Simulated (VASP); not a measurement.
Input of a VASP 6.6.1 run:

The input INCAR:

```
SYSTEM = Al2GaSb3
ALGO = Normal ; EDIFF = 1E-7
ENCUT = 520 ; GGA = PE
ISIF = 2 ; ISMEAR = 0
LASPH = .True. ; LCHARG = .True.
LELF = .True. ; LREAL = .False.
LVHAR = .True. ; LWAVE = .False.
NBANDS = 26 ; NELM = 60
PREC = Accurate ; SIGMA = 0.02
```

File KPOINTS:

```
k-points
0
Gamma
  12 12 12
  0 0 0
```

Contents of POSCAR:

```
Al2GaSb3
1.0
   -2.1999588297      2.1999588297      9.3299395460
    2.1999588297     -2.1999588297      9.3299395460
    2.1999588297      2.1999588297     -9.3299395460
Al Ga Sb
2 1 3
Direct
    0.6664719560      0.6664719560      0.0000000000
    0.3335280440      0.3335280440      0.0000000000
    0.0000000000      0.0000000000      0.0000000000
    0.2500000000      0.7500000000      0.5000000000
    0.9167669105      0.4167669105      0.5000000000
    0.5832330895      0.0832330895      0.5000000000
```

Potentials or basis: VASP PAW PBE potentials, release 64 (Al, Ga_d, Sb).

Launch:

```bash
$ cat potpaw_PBE.64/Al/POTCAR potpaw_PBE.64/Ga_d/POTCAR potpaw_PBE.64/Sb/POTCAR > POTCAR
$ mpirun -np 1 vasp_std > vasp.out
```

Problem. Estimate the band gap on the k mesh.

Solution. 0.60 eV.

Problem. Predict the largest force.

Solution. 0.009 eV/Å.

Problem. Estimate the pressure.

Solution. 0.1 GPa.

Forces in eV/Å, atoms in the order of the input:
```
Al   0.000  0.000  0.001
Al   0.000  0.000 -0.001
Ga   0.000  0.000  0.000
Sb   0.000  0.000  0.000
Sb   0.000  0.000  0.009
Sb   0.000  0.000 -0.009
```

Caveat: spin-orbit coupling is left out, which moves the levels of the heavy elements. A k mesh can miss the band edges.
